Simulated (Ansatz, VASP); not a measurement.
## Au in VASP and in Ansatz

Contents of INCAR:

```
SYSTEM = Au
PREC = Accurate ; ENCUT = 520
EDIFF = 1E-6 ; ISMEAR = 0
SIGMA = 0.15 ; LREAL = .FALSE.
LASPH = .TRUE. ; NELM = 100
ALGO = Normal ; ISIF = 2
LWAVE = .FALSE. ; LCHARG = .FALSE.
GGA = PS ; NBANDS = 12
```

KPOINTS

```
regular mesh
0
G
  20 20 20
  0 0 0
```

File POSCAR:

```
Au
1.0
    0.0000000000      2.1068650000      2.1068650000
    2.1068650000      0.0000000000      2.1068650000
    2.1068650000      2.1068650000      0.0000000000
Au
1
Direct
    0.0000000000      0.0000000000      0.0000000000
```

Input for Ansatz:

```yaml
crystal:
  lattice:
    - [0.0, 2.106865, 2.106865]
    - [2.106865, 0.0, 2.106865]
    - [2.106865, 2.106865, 0.0]
  atoms:
    - { symbol: Au, position: [0.0, 0.0, 0.0] }
basis:
  ecutwfc: 420
kpoints:
  mp_grid: { grid: [20, 20, 20] }
hamiltonian:
  xc: pbesol
scf:
  occupations: { method: gaussian, width: 0.15 }
output:
  forces: true
  stress: true
  eigenvalues: true
  write_density: true
  write_potential: true
  elf: true
  volumetric_format: npy
```

Change from the starting cell: strain +0.030 along x and y, +0.030 along z, atoms carried along.

Alike in both runs: task single point; functional PBEsol; k mesh 20 × 20 × 20; occupations gaussian, width 0.15 eV; no spin polarisation.

|  | VASP | Ansatz |
| --- | --- | --- |
| version | VASP 6.6.1 | Ansatz 0.2.0 |
| potentials or method | VASP PAW PBE potentials, release 64 (Au), cutoff 520 eV | scalar-relativistic, plane waves, PAW |
| valence electrons in the cell | 11 | 19 |

```csv
,VASP,Ansatz,Ansatz less VASP
gap on the k mesh at the Fermi level (eV),none,none,-
pressure (GPa),-12.7,-12.5,+0.20
```

VASP's potentials were made for PBE, not for PBEsol. A gap of «none» marks a metal or a gap that the smearing closes. With one functional, cell and mesh, what is left measures potentials, basis and numerics. VASP's potentials hold 11 valence electrons a cell and Ansatz's 19, so a difference there can come from the potentials and not from the codes.

Neither program's run includes spin-orbit coupling.
